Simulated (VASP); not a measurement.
Here is a VASP 6.6.1 calculation.

Contents of INCAR:

```
  PREC = Accurate
  ENCUT = 600
  EDIFF = 1E-7
  ISMEAR = 0
  SIGMA = 0.2
  LREAL = False
  LASPH = True
  NELM = 60
  ALGO = Normal
  ISIF = 3
  LWAVE = False
  LCHARG = False
  GGA = PE
  IBRION = 2
  NSW = 36
  EDIFFG = -0.08
```

File KPOINTS:

```
regular mesh
0
Gamma
  4 4 4
```

Contents of POSCAR:

```
Si4BN3
1.0
    4.5500000000      0.0000000000      0.0000000000
    0.0000000000      4.5500000000      0.0000000000
    0.0000000000      0.0000000000      4.5500000000
Si B N
4 1 3
Direct
    0.7450000000      0.2550000000      0.7450000000
    0.7450000000      0.7450000000      0.2550000000
    0.2550000000      0.2550000000      0.2550000000
    0.2550000000      0.7450000000      0.7450000000
    0.0000000000      0.0000000000      0.0000000000
    0.5000000000      0.5000000000      0.0000000000
    0.5000000000      0.0000000000      0.5000000000
    0.0000000000      0.5000000000      0.5000000000
```

Potentials or basis: VASP PAW PBE potentials, release 64 (Si, B, N).

Command:

```console
$ cat potpaw_PBE.64/Si/POTCAR potpaw_PBE.64/B/POTCAR potpaw_PBE.64/N/POTCAR > POTCAR
$ mpirun -np 1 vasp_std > vasp.out
```

Task: What does it give for the space group after relaxing (to 0.05 Å)?

Result: P-43m (No. 215).

Task: Predict the band gap on the k mesh.

Result: Zero (band 17 reaches 12.47 eV, above the bottom of band 18 at 8.74 eV).

Task: Estimate the relaxed cell.

Result: a = 4.365 Å, b = 4.365 Å, c = 4.365 Å, α = 90.00°, β = 90.00°, γ = 90.00°.

Forces on the atoms (eV/Å):
```
Si  -0.042  0.042 -0.042
Si  -0.042 -0.042  0.042
Si   0.042  0.042  0.042
Si   0.042 -0.042 -0.042
B    0.000  0.000  0.000
N    0.000  0.000  0.000
N    0.000  0.000  0.000
N    0.000  0.000  0.000
```

Caveat: the relaxation stopped at a loose force limit of 0.08 eV/Å, so its end isn't a converged minimum.
